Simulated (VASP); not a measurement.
Write the native input for VASP 6.6.1 that does the following.

| Item | Value |
| --- | --- |
| Task | single point |
| Functional | PBEsol |
| Potentials or basis | VASP PAW PBE potentials, release 64 (Ta_pv, C) |
| Cutoff | 520 eV |
| k mesh | 18 × 18 × 10 |
| Occupations | gaussian, width 0.15 eV |
| Spin | no spin polarisation |
| Dipole correction | no |
| Further INCAR settings | ALGO = Normal; EDIFF = 1e-07; NBANDS = 20 |

The structure of Ta2C lies in POSCAR:

```
Ta2C
1.0
    3.2500657396      0.0000000000      0.0000000000
   -1.6250328698      2.8146394945      0.0000000000
    0.0000000000      0.0000000000      4.6750262656
Ta C
2 1
Direct
    0.3333333333      0.6666666667      0.2528761934
    0.6666666667      0.3333333333      0.7471238066
    0.0000000000      0.0000000000      0.0000000000
```

This cell differs from its parent crystal: strain +0.050 along x and y, -0.050 along z.

These files were run (other wordings do the same):

INCAR

```
SYSTEM = Ta2C
PREC = Accurate ; ENCUT = 520
EDIFF = 1E-7 ; ISMEAR = 0
SIGMA = 0.15 ; LREAL = .False.
LASPH = .True. ; NELM = 80
ALGO = Normal ; ISIF = 2
LWAVE = .False. ; LCHARG = .False.
GGA = PS ; NBANDS = 20
```

KPOINTS

```
Automatic mesh
0
Gamma
  18 18 10
  0 0 0
```

Potentials or basis: VASP PAW PBE potentials, release 64 (Ta_pv, C).

Launch:

```bash
$ cat potpaw_PBE.64/Ta_pv/POTCAR potpaw_PBE.64/C/POTCAR > POTCAR
$ mpirun -np 1 vasp_std > vasp.out
```

It gave:

- Pressure: -10.1 GPa
- Largest force: 0.305 eV/Å
- Band gap on the k mesh: zero (bands 13 and 14 overlap by 1.13 eV)

Caveat: the cell differs from its parent crystal (strain +0.050 along x and y, -0.050 along z); the stress differs along the axes, from -21 to 11 GPa; the PAW data sets were made with another functional, which shifts forces and pressure a little; spin-orbit coupling is left out, which moves the levels of the heavy elements.

Wall time 4.1 min on 1 thread of Intel Xeon 8259CL, with other jobs on the host, peak memory 0.36 GiB.
